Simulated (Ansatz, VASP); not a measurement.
Ti3Si4Ni in VASP and in Ansatz

```
Ti Si Ni
1.0
     4.88450    0.00000   -0.01209
     0.00000    3.63104    0.00000
    -1.31919    0.00000    6.58572
Ti Si Ni
3 4 1
Direct
  0.96806 0.00000 0.45947
  0.48842 0.50000 0.56539
  0.86314 0.00000 0.96329
  0.45603 0.00000 0.25251
  0.34265 0.00000 0.79627
  0.00429 0.50000 0.72626
  0.07988 0.50000 0.22595
  0.39154 0.50000 0.01087
```

Change from the starting cell: the structure that the rattled cell fell into.

Alike in both runs: functional PBE; k mesh 8 × 10 × 6; occupations gaussian, width 0.1 eV; no spin polarisation.

Ansatz relaxed the structure, and its values are those at the end. VASP's run is a single point on that final structure, the one shown.

```csv
,VASP,Ansatz
version,VASP 6.6.1,Ansatz 0.2.0
potentials or method,"VASP PAW PBE potentials, release 64 (Ti_sv, Si, Ni), cutoff 520 eV","scalar-relativistic, plane waves, PAW"
valence electrons in the cell,62,70
```

```csv
,VASP,Ansatz,Ansatz less VASP
gap on the k mesh at the Fermi level (eV),none,none,-
pressure (GPa),0.0,0.0,-0.01
rms of the force components (eV/Å),0.006,0.002,-0.0035
```

A gap of «none» marks a metal or a gap that the smearing closes. VASP's potentials hold 62 valence electrons a cell and Ansatz's 70, so a difference there can come from the potentials and not from the codes.
